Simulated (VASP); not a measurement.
Input of a VASP 6.6.1 run:

The input INCAR:

```
ALGO     = Normal         # electronic algorithm
EDIFF    = 1E-7           # SCF threshold, eV
ENCUT    = 520            # plane-wave cutoff, eV
GGA      = PS             # functional
ISIF     = 2              # what is computed and relaxed
ISMEAR   = 0              # smearing method
LASPH    = T              # aspherical terms in the spheres
LCHARG   = F              # write CHGCAR
LREAL    = F              # projectors in reciprocal space
LWAVE    = F              # write WAVECAR
NBANDS   = 30             # bands
NELM     = 60             # most SCF steps
PREC     = Accurate       # precision mode
SIGMA    = 0.1            # smearing width, eV
```

The input KPOINTS:

```
k-points
0
Gamma
  12 12 10
```

POSCAR

```
VSi2
1.0
    1.6832593488     -6.3961379867      0.0000000000
    1.6832593488      6.3961379867      0.0000000000
    0.0000000000      0.0000000000      3.5481564240
V Si
2 4
Direct
    0.8942811528      0.1057188472      0.7500000000
    0.1057188472      0.8942811528      0.2500000000
    0.5625126839      0.4374873161      0.7500000000
    0.4374873161      0.5625126839      0.2500000000
    0.2465661743      0.7534338257      0.7500000000
    0.7534338257      0.2465661743      0.2500000000
```

Potentials or basis: VASP PAW PBE potentials, release 64 (V_sv, Si).

The run is started by

```sh
$ cat potpaw_PBE.64/V_sv/POTCAR potpaw_PBE.64/Si/POTCAR > POTCAR
$ mpirun -np 1 vasp_std > vasp.out
```

Question: Estimate the largest force.

Answer: 0.004 eV/Å.

Question: What does it give for the pressure?

Answer: 0.2 GPa.

Forces on the atoms (eV/Å):
```
V    0.000 -0.001  0.000
V    0.000  0.001  0.000
Si   0.000  0.003  0.000
Si   0.000 -0.003  0.000
Si   0.000  0.004  0.000
Si   0.000 -0.004  0.000
```

Caveat: the PAW data sets were made with another functional, which shifts forces and pressure a little.
